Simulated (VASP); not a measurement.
# ScF6 (Fm-3m) in VASP: a series of runs, part 2 of 2

VASP 6.6.1. Earlier steps stand in the parts before.

## 4. Single point, PBE

This run uses another cell than the first one, of 16.49 Å³/atom.

Contents of INCAR:

```
SYSTEM = ScF6
PREC = Accurate
ENCUT = 600
EDIFF = 1E-6
ISMEAR = 0
SIGMA = 0.2
LREAL = .FALSE.
LASPH = .TRUE.
NELM = 120
ALGO = Normal
ISIF = 2
LWAVE = .FALSE.
LCHARG = .FALSE.
GGA = PE
NBANDS = 36
GGA_COMPAT = .FALSE.
```

Contents of KPOINTS:

```
Automatic mesh
0
G
  4 4 4
  0 0 0
```

Contents of POSCAR:

```
ScF6
1.0
    0.0000000000      3.8648440120      3.8648440120
    3.8648440120      0.0000000000      3.8648440120
    3.8648440120      3.8648440120      0.0000000000
Sc F
1 6
Direct
    0.0000000000      0.0000000000      0.0000000000
    0.2612641745      0.7387358255      0.7387358255
    0.7387358255      0.2612641745      0.2612641745
    0.7387358255      0.2612641745      0.7387358255
    0.2612641745      0.7387358255      0.2612641745
    0.7387358255      0.7387358255      0.2612641745
    0.2612641745      0.2612641745      0.7387358255
```

Potentials or basis: VASP PAW PBE potentials, release 64 (Sc_sv, F).

Command:

```sh
$ cat potpaw_PBE.64/Sc_sv/POTCAR potpaw_PBE.64/F/POTCAR > POTCAR
$ mpirun -np 1 vasp_std > vasp.out
```

OUTCAR:

```text
SYSTEM = ScF6
   PREC = Accurate
   ENCUT = 600
   EDIFF = 1E-6
   ISMEAR = 0
   LREAL = .FALSE.
   LASPH = .TRUE.
   NELM = 120
   ISIF = 2
   GGA = PE

 ion  position               nearest neighbor table
   1  0.000  0.000  0.000-   2 2.02   3 2.02   4 2.02   5 2.02   6 2.02   7 2.02
   2  0.261  0.739  0.739-   1 2.02
   3  0.739  0.261  0.261-   1 2.02
   4  0.739  0.261  0.739-   1 2.02
   5  0.261  0.739  0.261-   1 2.02
   6  0.739  0.739  0.261-   1 2.02
   7  0.261  0.261  0.739-   1 2.02

  LATTYP: Found a face centered cubic cell.
 ALAT       =     7.7296880240

  Lattice vectors:

 A1 = (   0.0000000000,   3.8648440120,   3.8648440120)
 A2 = (   3.8648440120,   0.0000000000,   3.8648440120)
 A3 = (   3.8648440120,   3.8648440120,   0.0000000000)

Analysis of symmetry for initial positions (statically):
=====================================================================
 Subroutine PRICEL returns:
 Original cell was already a primitive cell.

 Routine SETGRP: Setting up the symmetry group for a
 face centered cubic supercell.

 Subroutine GETGRP returns: Found 48 space group operations
 (whereof 48 operations were pure point group operations)
 out of a pool of 48 trial point group operations.

The static configuration has the point symmetry O_h .

Analysis of symmetry for dynamics (positions and initial velocities):
=====================================================================
 Subroutine PRICEL returns:
 Original cell was already a primitive cell.

 Routine SETGRP: Setting up the symmetry group for a
 face centered cubic supercell.

 Subroutine GETGRP returns: Found 48 space group operations
 (whereof 48 operations were pure point group operations)
 out of a pool of 48 trial point group operations.

The dynamic configuration has the point symmetry O_h .

 Subroutine INISYM returns: Found 48 space group operations
 (whereof 48 operations are pure point group operations),
 and found     1 'primitive' translations

----------------------------------------------------------------------------------------

                                     Primitive cell

  volume of cell :     115.4585

  direct lattice vectors                    reciprocal lattice vectors
     0.000000000  3.864844012  3.864844012    -0.129371327  0.129371327  0.129371327
     3.864844012  0.000000000  3.864844012     0.129371327 -0.129371327  0.129371327
     3.864844012  3.864844012  0.000000000     0.129371327  0.129371327 -0.129371327

  length of vectors
     5.465714818  5.465714818  5.465714818     0.224077712  0.224077712  0.224077712

  position of ions in fractional coordinates (direct lattice)
     0.000000000  0.000000000  0.000000000
     0.261264174  0.738735826  0.738735826
     0.738735826  0.261264174  0.261264174
     0.738735826  0.261264174  0.738735826
     0.261264174  0.738735826  0.261264174
     0.738735826  0.738735826  0.261264174
     0.261264174  0.261264174  0.738735826

  ion indices of the primitive-cell ions
   primitive index   ion index
                 1           1
                 2           2
                 3           3
[... 28 lines left out ...]

 Found      8 irreducible k-points:

 Following reciprocal coordinates:
            Coordinates               Weight
  0.000000  0.000000  0.000000      1.000000
  0.250000  0.000000  0.000000      8.000000
  0.500000  0.000000  0.000000      4.000000
  0.250000  0.250000  0.000000      6.000000
  0.500000  0.250000  0.000000     24.000000
 -0.250000  0.250000  0.000000     12.000000
  0.500000  0.500000  0.000000      3.000000
 -0.250000  0.500000  0.250000      6.000000
   k-points           NKPTS =      8   k-points in BZ     NKDIM =      8   number of bands    NBANDS=     36
   number of dos      NEDOS =    301   number of ions     NIONS =      7
   total plane-waves  NPLWV = 110592
   dimension x,y,z NGX =    48 NGY =   48 NGZ =   48
   dimension x,y,z NGXF=    96 NGYF=   96 NGZF=   96
   ions per type =               1   6
   NGX,Y,Z   is equivalent  to a cutoff of  14.60, 14.60, 14.60 a.u.
   NGXF,Y,Z  is equivalent  to a cutoff of  29.20, 29.20, 29.20 a.u.
 SYSTEM =  ScF6
   PREC   = accura    normal or accurate (medium, high low for compatibility)
   ISTART =      0    job   : 0-new  1-cont  2-samecut
   ICHARG =      2    charge: 1-file 2-atom 10-const
   ISPIN  =      1    spin polarized calculation?
   LNONCOLLINEAR =      F non collinear calculations
   LSORBIT =      F    spin-orbit coupling
   LASPH  =      T    aspherical Exc in radial PAW
   ENCUT  =  600.0 eV  44.10 Ry    6.64 a.u.  10.92 10.92 10.92*2*pi/ulx,y,z
   NELM   =    120;   NELMIN=  2; NELMDL= -5     # of ELM steps
   EDIFF  = 0.1E-05   stopping-criterion for ELM
   LREAL  =      F    real-space projection
   EDIFFG = 0.1E-04   stopping-criterion for IOM
   NSW    =      0    number of steps for IOM
   IBRION =     -1    ionic relax: 0-MD 1-quasi-New 2-CG
   NFREE  =      0    steps in history (QN), initial steepest desc. (CG)
   ISIF   =      2    stress and relaxation
   ISYM   =      2    0-nonsym 1-usesym 2-fastsym
   POTIM  = 0.5000    time-step for ionic-motion
   TEBEG  =    0.0;   TEEND  =   0.0 temperature during run
   PSTRESS=    0.0 pullay stress
   NELECT =      53.0000    total number of electrons
   NUPDOWN=      -1.0000    fix difference up-down
   EMIN   =  10.00;   EMAX   =-10.00  energy-range for DOS
   EFERMI =   0.00;   METHOD = LEGACY
   ISMEAR =     0;   SIGMA  =   0.20  broadening in eV -4-tet -1-fermi 0-gaus
   EFERMI_NEDOS =   21; number of points for ismear=-14 and -15
   IALGO  =     38    algorithm
   IMIX   =      4    mixing-type and parameters
     AMIX     =   0.40;   BMIX     =  1.00
     AMIX_MAG =   1.60;   BMIX_MAG =  1.00
  volume/ion in A,a.u.               =      16.49       111.31
  Fermi-wavevector in a.u.,A,eV,Ry     =   1.262869  2.386476 21.699075  1.594837
  Thomas-Fermi vector in A             =   2.396255
   LORBIT       =      0    0 simple, 1 ext, 2 COOP (PROOUT), +10 PAW based schemes
   GGA     = PE    functional components
   LHFCALC =     F    Hartree Fock is set to
   AEXX    =    0.0000 exact exchange contribution
   IVDW    =     0    specifies the selected vdW correction
   LEPSILON=     F    determine dielectric tensor
   LRPA    =     F    only Hartree local field effects (RPA)
 non-spin polarized calculation
 Gauss-broadening in eV      SIGMA  =   0.20
  energy-cutoff  :      600.00
  volume of cell :      115.46
 maximum number of plane-waves:      3895
 NGX is ok and might be reduce to    48
   NGX = 21   NGY = 21   NGZ = 21

 number of electron      53.0000006 magnetization

 Free energy of the ion-electron system (eV)
  ---------------------------------------------------
  ext. energy  EPLUGINS =         0.00000000
  ---------------------------------------------------
  free energy    TOTEN  =       -29.08274055 eV

  energy without entropy =      -28.73790021  energy(sigma->0) =      -28.91032038

 E-fermi :  -5.0199     XC(G=0):  -7.9477

 val. band max:       -5.0332282809   @ k =  -0.2500   0.2500   0.0000
 cond. band min:      -5.0198290791   @ k =   0.5000   0.0000   0.0000
 fundamental gap:      0.0133992018
 Fermi energy:        -5.0198999426

 k-point     1 :       0.0000    0.0000    0.0000
  band No.  band energies     occupation
      1     -50.7916      2.00000
      2     -29.7110      2.00000
      3     -29.7110      2.00000
      4     -29.7110      2.00000
      5     -25.0335      2.00000
      6     -24.4888      2.00000
[... 301 lines left out ...]
     35       7.0040      0.00000
     36       7.7970      0.00000

------------------------ aborting loop because EDIFF is reached ----------------------------------------

  FORCE on cell =-STRESS in cart. coord.  units (eV):
  Direction    XX          YY          ZZ          XY          YZ          ZX
  --------------------------------------------------------------------------------------
  -------------------------------------------------------------------------------------
  Total        0.3819338      0.3819338      0.3819338     -0.0000000     -0.0000000     -0.0000000
  in kB        5.2999628      5.2999628      5.2999628     -0.0000000     -0.0000000     -0.0000000
  external PRESSURE =       5.2999628 kB  Pullay stress =       0.0000000 kB

 VOLUME and BASIS-vectors are now :
 -----------------------------------------------------------------------------
  energy-cutoff  :      600.00
  volume of cell :      115.46
      direct lattice vectors                 reciprocal lattice vectors
     0.000000000  3.864844012  3.864844012    -0.129371327  0.129371327  0.129371327
     3.864844012  0.000000000  3.864844012     0.129371327 -0.129371327  0.129371327
     3.864844012  3.864844012  0.000000000     0.129371327  0.129371327 -0.129371327

 POSITION                                       TOTAL-FORCE (eV/Angst)
 -----------------------------------------------------------------------------------
      0.00000      0.00000      0.00000         0.000000      0.000000     -0.000000
      5.71020      3.86484      3.86484        -0.080405      0.000000      0.000000
      2.01949      3.86484      3.86484         0.080405      0.000000      0.000000
      3.86484      5.71020      3.86484         0.000000     -0.080405      0.000000
      3.86484      2.01949      3.86484         0.000000      0.080405      0.000000
      3.86484      3.86484      5.71020         0.000000      0.000000     -0.080405
      3.86484      3.86484      2.01949         0.000000      0.000000      0.080405
 -----------------------------------------------------------------------------------
    total drift:                               -0.000000     -0.000000     -0.000000

  FREE ENERGIE OF THE ION-ELECTRON SYSTEM (eV)
  ---------------------------------------------------
  free  energy   TOTEN  =       -29.0827405525 eV

  energy  without entropy=      -28.7379002130  energy(sigma->0) =      -28.91032038
```

Run time: 74 s. Hardware: 1 thread of Intel Xeon 8259CL, shared host; peak memory 0.32 GiB.

Results:

```
Free energy            : -29.0827 eV
Pressure               : 0.5 GPa
Largest force          : 0.080 eV/Å
Band gap on the k mesh : zero (an odd number of electrons rules out a gap without spin polarisation)
```

Forces on the atoms (eV/Å):
```
Sc   0.000  0.000  0.000
F   -0.080  0.000  0.000
F    0.080  0.000  0.000
F    0.000 -0.080  0.000
F    0.000  0.080  0.000
F    0.000  0.000 -0.080
F    0.000  0.000  0.080
```

Caveat: an odd number of electrons without spin polarisation forces a metal; a magnetic or distorted state may lie lower.

The gap in the log of VASP goes by the Fermi energy; the results here count the filled bands.